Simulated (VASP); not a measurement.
Here is a VASP 6.6.1 calculation.

INCAR

```
SYSTEM = In2SbN
  PREC = Accurate
  ENCUT = 600
  EDIFF = 1E-6
  ISMEAR = -1
  SIGMA = 0.02
  LREAL = .FALSE.
  LASPH = .TRUE.
  NELM = 120
  ALGO = Normal
  ISIF = 2
  LWAVE = .FALSE.
  LCHARG = .TRUE.
  GGA = PE
  LELF = .TRUE.
  LVHAR = .TRUE.
  NBANDS = 46
  GGA_COMPAT = .FALSE.
```

File KPOINTS:

```
regular mesh
0
G
  6 6 6
  0 0 0
```

Contents of POSCAR:

```
In2SbN
1.0
   -2.9117130332      2.9117130332      5.5227329010
    2.9117130332     -2.9117130332      5.5227329010
    2.9117130332      2.9117130332     -5.5227329010
N In Sb
2 4 2
Direct
    0.0000000000      0.0000000000      0.0000000000
    0.2500000000      0.7500000000      0.5000000000
    0.6250000000      0.7157382287      0.5907382287
    0.9657382287      0.3750000000      0.0907382287
    0.1250000000      0.0342617713      0.4092617713
    0.2842617713      0.8750000000     -0.0907382287
    0.5000000000      0.5000000000      0.0000000000
    0.7500000000      0.2500000000      0.5000000000
```

Potentials or basis: VASP PAW PBE potentials, release 64 (N, In_d, Sb).

Launch:

```bash
$ cat potpaw_PBE.64/N/POTCAR potpaw_PBE.64/In_d/POTCAR potpaw_PBE.64/Sb/POTCAR > POTCAR
$ mpirun -np 1 vasp_std > vasp.out
```

(1) What does it give for the pressure?

(2) What does it give for the band gap on the k mesh?

## Answers

(1) 2.3 GPa.

(2) zero (bands 36 and 37 overlap by 0.04 eV).

Caveat: semilocal functionals underestimate gaps, so a narrow gap can read as zero; spin-orbit coupling is left out, which moves the levels of the heavy elements.
